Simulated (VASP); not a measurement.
A run of VASP 6.6.1:

File INCAR:

```
PREC = Accurate ; ENCUT = 520
EDIFF = 1E-6 ; ISMEAR = 0
SIGMA = 0.1 ; LREAL = F
LASPH = T ; NELM = 100
ALGO = Normal ; ISIF = 2
LWAVE = F ; LCHARG = T
GGA = PE ; LELF = T
LVHAR = T ; NBANDS = 35
```

Contents of KPOINTS:

```
regular mesh
0
Gamma
  6 6 6
```

POSCAR

```
Hf3Si2W
1.0
   -2.7069702900      2.7069702900      2.3137083000
    2.7069702900     -2.7069702900      2.3137083000
    2.7069702900      2.7069702900     -2.3137083000
Hf Si W
3 2 1
Direct
    0.5000000000      0.0000000000      0.5000000000
    0.0000000000      0.5000000000      0.5000000000
    0.5000000000      0.5000000000      0.0000000000
    0.7500000000      0.2500000000      0.5000000000
    0.2500000000      0.7500000000      0.5000000000
    0.0000000000      0.0000000000      0.0000000000
```

Potentials or basis: VASP PAW PBE potentials, release 64 (Hf_pv, Si, W_sv).

Run with:

```bash
$ cat potpaw_PBE.64/Hf_pv/POTCAR potpaw_PBE.64/Si/POTCAR potpaw_PBE.64/W_sv/POTCAR > POTCAR
$ mpirun -np 1 vasp_std > vasp.out
```

Hardware: 1 thread of Intel(R) Xeon(R) 6975P-C (Granite Rapids), on a shared host.

Question: Estimate the wall time of this run.

Answer: Run time: 56 s on 1 thread of Intel(R) Xeon(R) 6975P-C (Granite Rapids), with other jobs on the host, peak memory 0.24 GiB. Counts: scf iterations 20, k points 30.
